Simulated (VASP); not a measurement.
# HgTe (Cmcm) in VASP: notebook

HgTe is run at these levels: LDA, PBE0; tasks: single point.

Program: VASP 6.6.1. These are calculated values, not measurements. Logs are shortened: lines on timing, memory, paths and dates and some standing lists are left out, and cuts for length are marked.

## (1) The cell of the first run

The structure is orthorhombic, space group Cmcm (No. 63). The conventional cell has a = 5.985 Å, b = 6.934 Å, c = 5.798 Å, α = 90.00°, β = 90.00°, γ = 90.00°. Within 4.0 Å of Hg (site symmetry m2m) lie 6 Te at 3.02 to 3.87 Å and 2 Hg at 3.63 Å. Te (site symmetry m2m) has 6 Hg at 3.02 to 3.87 Å within 4.0 Å.

## (2) Single point, LDA

The input, INCAR:

```
SYSTEM = HgTe
PREC = Accurate
ENCUT = 520
EDIFF = 1E-7
ISMEAR = 1
SIGMA = 0.1
LREAL = .FALSE.
LASPH = .TRUE.
NELM = 60
ALGO = Normal
ISIF = 2
LWAVE = .FALSE.
LCHARG = .TRUE.
GGA = CA
LELF = .TRUE.
LVHAR = .TRUE.
NBANDS = 26
```

The input, KPOINTS:

```
Automatic mesh
0
G
  5 5 4
  0 0 0
```

The input, POSCAR:

```
HgTe
1.0
    2.9925180000     -3.4669290000      0.0000000000
    2.9925180000      3.4669290000      0.0000000000
    0.0000000000      0.0000000000      5.7981570000
Hg Te
2 2
Direct
    0.6569500000      0.3430500000      0.2500000000
    0.3430500000      0.6569500000      0.7500000000
    0.2151910000      0.7848090000      0.2500000000
    0.7848090000      0.2151910000      0.7500000000
```

Potentials or basis: VASP PAW LDA potentials, release 64 (Hg, Te).

Started as:

```bash
$ cat potpaw_LDA.64/Hg/POTCAR potpaw_LDA.64/Te/POTCAR > POTCAR
$ mpirun -np 1 vasp_std > vasp.out
```

OUTCAR:

```text
SYSTEM = HgTe
   PREC = Accurate
   ENCUT = 520
   EDIFF = 1E-7
   ISMEAR = 1
   LREAL = .FALSE.
   LASPH = .TRUE.
   NELM = 60
   ISIF = 2
   GGA = CA

 ion  position               nearest neighbor table
   1  0.657  0.343  0.250-   3 3.02   3 3.02   4 3.03   4 3.03   3 3.06   2 3.63   2 3.63
   2  0.343  0.657  0.750-   4 3.02   4 3.02   3 3.03   3 3.03   4 3.06   1 3.63   1 3.63
   3  0.215  0.785  0.250-   1 3.02   1 3.02   2 3.03   2 3.03   1 3.06
   4  0.785  0.215  0.750-   2 3.02   2 3.02   1 3.03   1 3.03   2 3.06

  LATTYP: Found a base centered orthorhombic cell.
 ALAT       =     5.9850360000
 B/A-ratio  =     1.1585323798
 C/A-ratio  =     0.9687756264

  Lattice vectors:

 A1 = (   2.9925180000,  -3.4669290000,   0.0000000000)
 A2 = (   2.9925180000,   3.4669290000,   0.0000000000)
 A3 = (   0.0000000000,   0.0000000000,   5.7981570000)

Analysis of symmetry for initial positions (statically):
=====================================================================
 Subroutine PRICEL returns:
 Original cell was already a primitive cell.

 Routine SETGRP: Setting up the symmetry group for a
 base centered orthorhombic supercell.

 Subroutine GETGRP returns: Found  8 space group operations
 (whereof  4 operations were pure point group operations)
 out of a pool of  8 trial point group operations.

The static configuration has the point symmetry C_2h.
 The point group associated with its full space group is D_2h.

Analysis of symmetry for dynamics (positions and initial velocities):
=====================================================================
 Subroutine PRICEL returns:
 Original cell was already a primitive cell.

 Routine SETGRP: Setting up the symmetry group for a
 base centered orthorhombic supercell.

 Subroutine GETGRP returns: Found  8 space group operations
 (whereof  4 operations were pure point group operations)
 out of a pool of  8 trial point group operations.

The dynamic configuration has the point symmetry C_2h.
 The point group associated with its full space group is D_2h.

 Subroutine INISYM returns: Found  8 space group operations
 (whereof  4 operations are pure point group operations),
 and found     1 'primitive' translations

----------------------------------------------------------------------------------------

                                     Primitive cell

  volume of cell :     120.3100

  direct lattice vectors                    reciprocal lattice vectors
     2.992518000 -3.466929000  0.000000000     0.167083373 -0.144219856  0.000000000
     2.992518000  3.466929000  0.000000000     0.167083373  0.144219856  0.000000000
     0.000000000  0.000000000  5.798157000     0.000000000  0.000000000  0.172468596

  length of vectors
     4.579821030  4.579821030  5.798157000     0.220717512  0.220717512  0.172468596

  position of ions in fractional coordinates (direct lattice)
     0.656950000  0.343050000  0.250000000
     0.343050000  0.656950000  0.750000000
     0.215191000  0.784809000  0.250000000
     0.784809000  0.215191000  0.750000000

  ion indices of the primitive-cell ions
   primitive index   ion index
                 1           1
                 2           2
                 3           3
                 4           4

----------------------------------------------------------------------------------------

 KPOINTS: Automatic mesh

Automatic generation of k-mesh.
 Grid dimensions read from file:
 generate k-points for:    5    5    4

 Generating k-lattice:

  Cartesian coordinates                     Fractional coordinates (reciprocal lattice)
     0.033416675 -0.028843971  0.000000000     0.200000000  0.000000000  0.000000000
     0.033416675  0.028843971  0.000000000     0.000000000  0.200000000  0.000000000
     0.000000000  0.000000000  0.043117149     0.000000000  0.000000000  0.250000000

  Length of vectors
     0.044143502  0.044143502  0.043117149

  Shift w.r.t. Gamma in fractional coordinates (k-lattice)
     0.000000000  0.000000000  0.000000000

 Subroutine IBZKPT returns following result:
 ===========================================

 Found     27 irreducible k-points:

 Following reciprocal coordinates:
            Coordinates               Weight
  0.000000  0.000000  0.000000      1.000000
  0.200000 -0.000000  0.000000      4.000000
  0.400000  0.000000  0.000000      4.000000
  0.200000  0.200000  0.000000      2.000000
  0.400000  0.200000  0.000000      4.000000
 -0.400000  0.200000  0.000000      4.000000
[... 16 lines left out ...]
  0.400000  0.200000  0.500000      4.000000
 -0.400000  0.200000  0.500000      4.000000
 [... further k-points ...]
   k-points           NKPTS =     27   k-points in BZ     NKDIM =     27   number of bands    NBANDS=     26
   number of dos      NEDOS =    301   number of ions     NIONS =      4
   total plane-waves  NPLWV =  62208
   dimension x,y,z NGX =    36 NGY =   36 NGZ =   48
   dimension x,y,z NGXF=    72 NGYF=   72 NGZF=   96
   ions per type =               2   2
   NGX,Y,Z   is equivalent  to a cutoff of  13.07, 13.07, 13.76 a.u.
   NGXF,Y,Z  is equivalent  to a cutoff of  26.14, 26.14, 27.53 a.u.
 SYSTEM =  HgTe
   PREC   = accura    normal or accurate (medium, high low for compatibility)
   ISTART =      0    job   : 0-new  1-cont  2-samecut
   ICHARG =      2    charge: 1-file 2-atom 10-const
   ISPIN  =      1    spin polarized calculation?
   LNONCOLLINEAR =      F non collinear calculations
   LSORBIT =      F    spin-orbit coupling
   LASPH  =      T    aspherical Exc in radial PAW
   ENCUT  =  520.0 eV  38.22 Ry    6.18 a.u.   8.52  8.52 10.78*2*pi/ulx,y,z
   NELM   =     60;   NELMIN=  2; NELMDL= -5     # of ELM steps
   EDIFF  = 0.1E-06   stopping-criterion for ELM
   LREAL  =      F    real-space projection
   EDIFFG = 0.1E-05   stopping-criterion for IOM
   NSW    =      0    number of steps for IOM
   IBRION =     -1    ionic relax: 0-MD 1-quasi-New 2-CG
   NFREE  =      0    steps in history (QN), initial steepest desc. (CG)
   ISIF   =      2    stress and relaxation
   ISYM   =      2    0-nonsym 1-usesym 2-fastsym
   POTIM  = 0.5000    time-step for ionic-motion
   TEBEG  =    0.0;   TEEND  =   0.0 temperature during run
   PSTRESS=    0.0 pullay stress
   NELECT =      36.0000    total number of electrons
   NUPDOWN=      -1.0000    fix difference up-down
   EMIN   =  10.00;   EMAX   =-10.00  energy-range for DOS
   EFERMI =   0.00;   METHOD = LEGACY
   ISMEAR =     1;   SIGMA  =   0.10  broadening in eV -4-tet -1-fermi 0-gaus
   EFERMI_NEDOS =   21; number of points for ismear=-14 and -15
   IALGO  =     38    algorithm
   IMIX   =      4    mixing-type and parameters
     AMIX     =   0.40;   BMIX     =  1.00
     AMIX_MAG =   1.60;   BMIX_MAG =  1.00
  volume/ion in A,a.u.               =      30.08       202.97
  Fermi-wavevector in a.u.,A,eV,Ry     =   1.094986  2.069223 16.313299  1.198994
  Thomas-Fermi vector in A             =   2.231301
   LORBIT       =      0    0 simple, 1 ext, 2 COOP (PROOUT), +10 PAW based schemes
   GGA     = CA    functional components
   LHFCALC =     F    Hartree Fock is set to
   AEXX    =    0.0000 exact exchange contribution
   IVDW    =     0    specifies the selected vdW correction
   LEPSILON=     F    determine dielectric tensor
   LRPA    =     F    only Hartree local field effects (RPA)
 non-spin polarized calculation
 Methfessel and Paxton  Order N= 1 SIGMA  =   0.10
  energy-cutoff  :      520.00
  volume of cell :      120.31
 maximum number of plane-waves:      3257
 NGX is ok and might be reduce to    36
   NGX = 17   NGY = 17   NGZ = 21

 number of electron      36.0000001 magnetization

 Free energy of the ion-electron system (eV)
  ---------------------------------------------------
  ext. energy  EPLUGINS =         0.00000000
  ---------------------------------------------------
  free energy    TOTEN  =        -9.47458242 eV

  energy without entropy =       -9.47395405  energy(sigma->0) =       -9.47437296

 E-fermi :   3.6764     XC(G=0):  -9.8580

 val. band max:        3.6476875197   @ k =   0.4000   0.2000   0.5000
 cond. band min:       3.6980560570   @ k =   0.2000  -0.0000   0.2500
 fundamental gap:      0.0503685374
 Fermi energy:         3.6763912950

 k-point     1 :       0.0000    0.0000    0.0000
  band No.  band energies     occupation
      1      -8.1668      2.00000
      2      -7.0680      2.00000
      3      -3.1436      2.00000
      4      -3.0477      2.00000
      5      -3.0140      2.00000
      6      -2.9632      2.00000
[... 18 lines left out ...]
     25      10.6193      0.00000
     26      10.9357      0.00000

 k-point     2 :       0.2000   -0.0000    0.0000
  band No.  band energies     occupation
      1      -7.9858      2.00000
      2      -7.0475      2.00000
      3      -3.2161      2.00000
      4      -3.1044      2.00000
      5      -3.0618      2.00000
      6      -2.9445      2.00000
[... 18 lines left out ...]
     25      10.6177      0.00000
     26      10.7361      0.00000

 k-point     3 :       0.4000    0.0000    0.0000
  band No.  band energies     occupation
      1      -7.5436      2.00000
      2      -7.1418      2.00000
      3      -3.3126      2.00000
      4      -3.1910      2.00000
      5      -3.0884      2.00000
      6      -3.0553      2.00000
[... 18 lines left out ...]
     25       9.8182      0.00000
     26      10.3516      0.00000

 k-point     4 :       0.2000    0.2000    0.0000
  band No.  band energies     occupation
      1      -7.7483      2.00000
      2      -7.0421      2.00000
      3      -3.2975      2.00000
      4      -3.2133      2.00000
      5      -3.1113      2.00000
      6      -2.9224      2.00000
[... 18 lines left out ...]
     25      10.0557      0.00000
     26      11.2675      0.00000

 k-point     5 :       0.4000    0.2000    0.0000
  band No.  band energies     occupation
      1      -7.3738      2.00000
      2      -7.2137      2.00000
      3      -3.2473      2.00000
      4      -3.1686      2.00000
      5      -3.1282      2.00000
      6      -2.9920      2.00000
[... 18 lines left out ...]
     25      10.2675      0.00000
     26      10.5426      0.00000

 k-point     6 :      -0.4000    0.2000    0.0000
  band No.  band energies     occupation
      1      -7.5974      2.00000
      2      -7.1228      2.00000
      3      -3.1903      2.00000
      4      -3.0711      2.00000
      5      -3.0323      2.00000
      6      -3.0270      2.00000
[... 427 lines left out ...]
 k-point    21 :       0.4000    0.0000    0.5000
  band No.  band energies     occupation
      1      -7.1788      2.00000
      2      -7.1788      2.00000
      3      -3.3136      2.00000
      4      -3.3136      2.00000
      5      -3.2843      2.00000
      6      -3.2843      2.00000
[... 18 lines left out ...]
     25       9.1509      0.00000
     26       9.1509      0.00000

 k-point    22 :       0.2000    0.2000    0.5000
  band No.  band energies     occupation
      1      -7.2599      2.00000
      2      -7.2599      2.00000
      3      -3.2996      2.00000
      4      -3.2996      2.00000
      5      -3.2614      2.00000
      6      -3.2614      2.00000
[... 18 lines left out ...]
     25       9.9726      0.00000
     26       9.9726      0.00000

 k-point    23 :       0.4000    0.2000    0.5000
  band No.  band energies     occupation
      1      -7.1246      2.00000
      2      -7.1246      2.00000
      3      -3.3080      2.00000
      4      -3.3080      2.00000
      5      -3.2437      2.00000
      6      -3.2437      2.00000
[... 18 lines left out ...]
     25       9.6359      0.00000
     26       9.6359      0.00000

 k-point    24 :      -0.4000    0.2000    0.5000
  band No.  band energies     occupation
      1      -7.2169      2.00000
      2      -7.2169      2.00000
      3      -3.2897      2.00000
      4      -3.2897      2.00000
      5      -3.0790      2.00000
      6      -3.0790      2.00000
[... 18 lines left out ...]
     25      10.4813      0.00000
     26      10.4813      0.00000

 [... further k-points ...]
[... 5 lines left out ...]
  --------------------------------------------------------------------------------------
  -------------------------------------------------------------------------------------
  Total       -3.6809446     -2.9246543     -3.8312934      0.0000000      0.0000000      0.0000000
  in kB      -49.0194208    -38.9478453    -51.0216277      0.0000000      0.0000000      0.0000000
  external PRESSURE =     -46.3296313 kB  Pullay stress =       0.0000000 kB

 VOLUME and BASIS-vectors are now :
 -----------------------------------------------------------------------------
  energy-cutoff  :      520.00
  volume of cell :      120.31
      direct lattice vectors                 reciprocal lattice vectors
     2.992518000 -3.466929000  0.000000000     0.167083373 -0.144219856  0.000000000
     2.992518000  3.466929000  0.000000000     0.167083373  0.144219856  0.000000000
     0.000000000  0.000000000  5.798157000     0.000000000  0.000000000  0.172468596

 POSITION                                       TOTAL-FORCE (eV/Angst)
 -----------------------------------------------------------------------------------
      2.99252     -1.08827      1.44954         0.000000      0.046548     -0.000000
      2.99252      1.08827      4.34862         0.000000     -0.046548      0.000000
      2.99252      1.97483      1.44954         0.000000     -0.283590     -0.000000
      2.99252     -1.97483      4.34862         0.000000      0.283590      0.000000
 -----------------------------------------------------------------------------------
    total drift:                               -0.000000      0.000000     -0.000000

  FREE ENERGIE OF THE ION-ELECTRON SYSTEM (eV)
  ---------------------------------------------------
  free  energy   TOTEN  =        -9.4745824177 eV

  energy  without entropy=       -9.4739540534  energy(sigma->0) =       -9.47437296
```

It took 89 s on 1 thread of Intel Xeon 8259CL, shared host; peak memory 0.24 GiB.

What came out:

* Free energy: -9.4746 eV
* Pressure: -4.6 GPa
* Largest force: 0.284 eV/Å
* Band gap on the k mesh: zero (bands 18 and 19 overlap by 1.77 eV)

Forces in eV/Å, atoms in the order of the input:
```
Hg   0.000  0.047  0.000
Hg   0.000 -0.047  0.000
Te   0.000 -0.284  0.000
Te   0.000  0.284  0.000
```

Stress tensor (GPa, compression positive):
```
-4.90  0.00  0.00
 0.00 -3.89  0.00
 0.00  0.00 -5.10
```

Caveat: the cell stands under tension; spin-orbit coupling is left out, which moves the levels of the heavy elements.

## (3) Single point, LDA

The input, INCAR:

```
SYSTEM = HgTe
PREC = Accurate
ENCUT = 520
EDIFF = 1E-6
ISMEAR = 1
SIGMA = 0.1
LREAL = .FALSE.
LASPH = .TRUE.
NELM = 100
ALGO = Normal
ISIF = 2
LWAVE = .FALSE.
LCHARG = .FALSE.
NBANDS = 26
```

KPOINTS is that of step 2.

POSCAR is that of step 2.

Potentials or basis: VASP PAW LDA potentials, release 64 (Hg, Te).

Started as:

```bash
$ cat potpaw_LDA.64/Hg/POTCAR potpaw_LDA.64/Te/POTCAR > POTCAR
$ mpirun -np 1 vasp_std > vasp.out
```

Wall time 81 s (1 thread of Intel Xeon 8259CL, shared host); peak memory 0.24 GiB.

It converged, with:

```
Free energy            : -9.4746 eV
Pressure               : -4.6 GPa
Largest force          : 0.284 eV/Å
Band gap on the k mesh : zero (bands 18 and 19 overlap by 1.77 eV)
```

Forces on the atoms (eV/Å):
```
Hg   0.000  0.047  0.000
Hg   0.000 -0.047  0.000
Te   0.000 -0.284  0.000
Te   0.000  0.284  0.000
```

Stress tensor (GPa, compression positive):
```
-4.89  0.00  0.00
 0.00 -3.89  0.00
 0.00  0.00 -5.09
```

Levels at points of the mesh, in eV from the Fermi level:
```csv
k point,band 14,band 15,band 16,band 17,band 18,band 19,band 20,band 21,band 22,band 23
"(0.00, 0.00, 0.00)",-2.68,-2.61,-2.49,-0.98,-0.48,-0.37,-0.07,4.09,5.10,6.16
"(0.00, 0.00, 0.50)",-3.62,-1.79,-1.79,-1.21,-1.21,1.41,1.41,4.75,4.75,5.04
```

Caveat: the cell stands under tension; spin-orbit coupling is left out, which moves the levels of the heavy elements.

## (4) Single point, PBE0

POSCAR is that of step 3.

The input, INCAR.step1:

```
  PREC = Accurate
  ENCUT = 520
  EDIFF = 1E-5
  ISMEAR = -1
  SIGMA = 0.1
  LREAL = False
  LASPH = True
  NELM = 100
  ALGO = Normal
  ISIF = 2
  LWAVE = True
  LCHARG = False
  NBANDS = 26
  GGA = PE
```

The input, INCAR.step2:

```
  PREC = Accurate
  ENCUT = 520
  EDIFF = 1E-6
  ISMEAR = -1
  SIGMA = 0.1
  LREAL = False
  LASPH = True
  NELM = 100
  ALGO = Normal
  ISIF = 2
  LWAVE = False
  LCHARG = False
  GGA = PE
  LHFCALC = True
  AEXX = 0.25
  PRECFOCK = Normal
  NBANDS = 26
  ISTART = 1
```

The input, KPOINTS:

```
regular mesh
0
Gamma
  3 3 3
```

Potentials or basis: VASP PAW PBE potentials, release 64 (Hg, Te).

Started as:

```bash
$ cat potpaw_PBE.64/Hg/POTCAR potpaw_PBE.64/Te/POTCAR > POTCAR
$ cp INCAR.step1 INCAR
$ mpirun -np 1 vasp_std > vasp.out
$ cp INCAR.step2 INCAR
$ mpirun -np 1 vasp_std > vasp.out
```

Wall time 51 min (1 thread of Intel Xeon 8259CL, shared host); peak memory 0.29 GiB.

Results (log left out):

* Free energy: -9.5451 eV
* Pressure: -2.0 GPa
* Largest force: 0.054 eV/Å
* Band gap on the k mesh: zero (bands 18 and 19 overlap by 1.54 eV)

Forces on the atoms (eV/Å):
```
Hg   0.000 -0.054  0.000
Hg   0.000  0.054  0.000
Te   0.000  0.021  0.000
Te   0.000 -0.021  0.000
```

Stress tensor (GPa, compression positive):
```
-1.83  0.00  0.00
 0.00 -1.37  0.00
 0.00  0.00 -2.86
```

Levels at points of the mesh, in eV from the Fermi level:
```tsv
k point	band 16	band 17	band 18	band 19	band 20	band 21
(0.00, 0.00, 0.00)	-2.98	-1.59	-0.90	-0.74	-0.67	4.90
```

Caveat: the k points lie up to 0.46 Å⁻¹ apart, too coarse for converged energies and pressures of a metal; the PAW data sets were made with another functional, which shifts forces and pressure a little; spin-orbit coupling is left out, which moves the levels of the heavy elements.

The gap in the log of VASP goes by the Fermi energy; the results here count the filled bands.